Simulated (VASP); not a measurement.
# Si (P4_2/m) in VASP: single point with PBE

Aim: the single point of Si with PBE.

All numbers are computed with VASP 6.6.1; they aren't measurements. Logs are shortened: lines on timing, memory, paths and dates and some standing lists are left out, and cuts for length are marked.

### Step 1. The cell of the first run

Symmetry: P4_2/m, No. 84, tetragonal system. Conventional cell: a = 3.955 Å, b = 3.955 Å, c = 6.939 Å, α = 90.00°, β = 90.00°, γ = 90.00°. Si (site symmetry -4) has 4 Si at 2.38 Å within 3.1 Å. Within 3.1 Å of Si (site symmetry m) lie 4 Si at 2.38 to 2.42 Å.

The cell was built from a structure type or drawn by symmetry, and may not be a known phase.

### Step 2. Single point, PBE

Input file INCAR:

```
SYSTEM = Si
PREC = Accurate
ENCUT = 520
EDIFF = 1E-6
ISMEAR = 0
SIGMA = 0.01
LREAL = .False.
LASPH = .True.
NELM = 60
ALGO = Normal
ISIF = 2
LWAVE = .False.
LCHARG = .True.
GGA = PE
LELF = .True.
LVHAR = .True.
NBANDS = 21
```

Input file KPOINTS:

```
Automatic mesh
0
Gamma
  10 10 6
  0 0 0
```

Input file POSCAR:

```
Si
1.0
    3.9550624613      0.0000000000      0.0000000000
    0.0000000000      3.9550624613      0.0000000000
    0.0000000000      0.0000000000      6.9390270383
Si
6
Direct
    0.0000000000      0.0000000000      0.2500000000
    0.0000000000      0.0000000000      0.7500000000
    0.6726985828      0.2481049906      0.5000000000
    0.3273014172      0.7518950094      0.5000000000
    0.7518950094      0.6726985828      0.0000000000
    0.2481049906      0.3273014172      0.0000000000
```

Potentials or basis: VASP PAW PBE potentials, release 64 (Si).

Started as:

```bash
$ cat potpaw_PBE.64/Si/POTCAR > POTCAR
$ mpirun -np 1 vasp_std > vasp.out
```

OUTCAR:

```text
SYSTEM = Si
   PREC = Accurate
   ENCUT = 520
   EDIFF = 1E-6
   ISMEAR = 0
   LREAL = .False.
   LASPH = .True.
   NELM = 60
   ISIF = 2
   GGA = PE

 ion  position               nearest neighbor table
   1  0.000  0.000  0.250-   3 2.38   4 2.38   5 2.38   6 2.38
   2  0.000  0.000  0.750-   3 2.38   4 2.38   5 2.38   6 2.38
   3  0.673  0.248  0.500-   1 2.38   2 2.38   4 2.39   4 2.42
   4  0.327  0.752  0.500-   1 2.38   2 2.38   3 2.39   3 2.42
   5  0.752  0.673  0.000-   1 2.38   2 2.38   6 2.39   6 2.42
   6  0.248  0.327  0.000-   1 2.38   2 2.38   5 2.39   5 2.42

  LATTYP: Found a simple tetragonal cell.
 ALAT       =     3.9550624613
 C/A-ratio  =     1.7544671181

  Lattice vectors:

 A1 = (   3.9550624613,   0.0000000000,   0.0000000000)
 A2 = (   0.0000000000,   3.9550624613,   0.0000000000)
 A3 = (   0.0000000000,   0.0000000000,   6.9390270383)

Analysis of symmetry for initial positions (statically):
=====================================================================
 Subroutine PRICEL returns:
 Original cell was already a primitive cell.

 Routine SETGRP: Setting up the symmetry group for a
 simple tetragonal supercell.

 Subroutine GETGRP returns: Found  8 space group operations
 (whereof  4 operations were pure point group operations)
 out of a pool of 16 trial point group operations.

The static configuration has the point symmetry C_2h.
 The point group associated with its full space group is C_4h.

Analysis of symmetry for dynamics (positions and initial velocities):
=====================================================================
 Subroutine PRICEL returns:
 Original cell was already a primitive cell.

 Routine SETGRP: Setting up the symmetry group for a
 simple tetragonal supercell.

 Subroutine GETGRP returns: Found  8 space group operations
 (whereof  4 operations were pure point group operations)
 out of a pool of 16 trial point group operations.

The dynamic configuration has the point symmetry C_2h.
 The point group associated with its full space group is C_4h.

 Subroutine INISYM returns: Found  8 space group operations
 (whereof  4 operations are pure point group operations),
 and found     1 'primitive' translations

----------------------------------------------------------------------------------------
[... 101 lines left out ...]
   EDIFF  = 0.1E-05   stopping-criterion for ELM
   LREAL  =      F    real-space projection
   EDIFFG = 0.1E-04   stopping-criterion for IOM
   NSW    =      0    number of steps for IOM
   IBRION =     -1    ionic relax: 0-MD 1-quasi-New 2-CG
   NFREE  =      0    steps in history (QN), initial steepest desc. (CG)
   ISIF   =      2    stress and relaxation
   ISYM   =      2    0-nonsym 1-usesym 2-fastsym
   POTIM  = 0.5000    time-step for ionic-motion
   TEBEG  =    0.0;   TEEND  =   0.0 temperature during run
   PSTRESS=    0.0 pullay stress
   NELECT =      24.0000    total number of electrons
   NUPDOWN=      -1.0000    fix difference up-down
   EMIN   =  10.00;   EMAX   =-10.00  energy-range for DOS
   EFERMI =   0.00;   METHOD = LEGACY
   ISMEAR =     0;   SIGMA  =   0.01  broadening in eV -4-tet -1-fermi 0-gaus
   EFERMI_NEDOS =   21; number of points for ismear=-14 and -15
   IALGO  =     38    algorithm
   IMIX   =      4    mixing-type and parameters
     AMIX     =   0.40;   BMIX     =  1.00
     AMIX_MAG =   1.60;   BMIX_MAG =  1.00
  volume/ion in A,a.u.               =      18.09       122.08
  Fermi-wavevector in a.u.,A,eV,Ry     =   0.989943  1.870721 13.333532  0.979987
  Thomas-Fermi vector in A             =   2.121578
   LORBIT       =      0    0 simple, 1 ext, 2 COOP (PROOUT), +10 PAW based schemes
   GGA     = PE    functional components
   LHFCALC =     F    Hartree Fock is set to
   AEXX    =    0.0000 exact exchange contribution
   IVDW    =     0    specifies the selected vdW correction
   LEPSILON=     F    determine dielectric tensor
   LRPA    =     F    only Hartree local field effects (RPA)
 non-spin polarized calculation
 Gauss-broadening in eV      SIGMA  =   0.01
  energy-cutoff  :      520.00
  volume of cell :      108.54
 maximum number of plane-waves:      2954
 NGX is ok and might be reduce to    30
   NGX = 15   NGY = 15   NGZ = 25

 number of electron      23.9999999 magnetization

 Free energy of the ion-electron system (eV)
  ---------------------------------------------------
  ext. energy  EPLUGINS =         0.00000000
  ---------------------------------------------------
  free energy    TOTEN  =       -31.04958440 eV

  energy without entropy =      -31.04958440  energy(sigma->0) =      -31.04958440

 E-fermi :   7.0008     XC(G=0): -10.0277

 val. band max:        6.9484491658   @ k =   0.3000   0.1000   0.1667
 cond. band min:       7.0944788293   @ k =   0.5000   0.5000   0.3333
 fundamental gap:      0.1460296635
 Fermi energy:         7.0007697320

 k-point     1 :       0.0000    0.0000    0.0000
  band No.  band energies     occupation
      1      -5.6472      2.00000
      2      -3.5536      2.00000
      3      -1.8273      2.00000
      4       2.0593      2.00000
      5       2.7526      2.00000
      6       2.7526      2.00000
[... 565 lines left out ...]
     20      12.9308      0.00000
     21      13.0917      0.00000

 [... further k-points ...]

------------------------ aborting loop because EDIFF is reached ----------------------------------------

  FORCE on cell =-STRESS in cart. coord.  units (eV):
  Direction    XX          YY          ZZ          XY          YZ          ZX
  --------------------------------------------------------------------------------------
  -------------------------------------------------------------------------------------
  Total       -0.0514854     -0.0514854     -0.0322938      0.0000000      0.0000000      0.0000000
  in kB       -0.7599579     -0.7599579     -0.4766778      0.0000001      0.0000000      0.0000000
  external PRESSURE =      -0.6655312 kB  Pullay stress =       0.0000000 kB

 VOLUME and BASIS-vectors are now :
 -----------------------------------------------------------------------------
  energy-cutoff  :      520.00
  volume of cell :      108.54
      direct lattice vectors                 reciprocal lattice vectors
     3.955062461  0.000000000  0.000000000     0.252840508  0.000000000  0.000000000
     0.000000000  3.955062461  0.000000000     0.000000000  0.252840508  0.000000000
     0.000000000  0.000000000  6.939027038     0.000000000  0.000000000  0.144112423

 POSITION                                       TOTAL-FORCE (eV/Angst)
 -----------------------------------------------------------------------------------
      0.00000      0.00000      1.73476         0.000000      0.000000      0.000000
      0.00000      0.00000      5.20427         0.000000      0.000000      0.000000
      2.66056      0.98127      3.46951        -0.001014      0.001421      0.000000
      1.29450      2.97379      3.46951         0.001014     -0.001421      0.000000
      2.97379      2.66056      0.00000        -0.001421     -0.001014      0.000000
      0.98127      1.29450      0.00000         0.001421      0.001014      0.000000
 -----------------------------------------------------------------------------------
    total drift:                               -0.000000     -0.000000     -0.000000

  FREE ENERGIE OF THE ION-ELECTRON SYSTEM (eV)
  ---------------------------------------------------
  free  energy   TOTEN  =       -31.0495844007 eV

  energy  without entropy=      -31.0495844007  energy(sigma->0) =      -31.04958440
```

Run time: 3 min. Hardware: 1 thread of Intel Xeon Platinum 8259CL at 2.50GHz (Skylake/Cascade Lake), shared host; peak memory 0.31 GiB.

What came out:

```yaml
Free_energy: -31.0496 eV
Pressure: -0.1 GPa
Band_gap_on_the_k_mesh: 0.15 eV (least direct gap 0.60 eV)
```

A k mesh can miss the band edges.
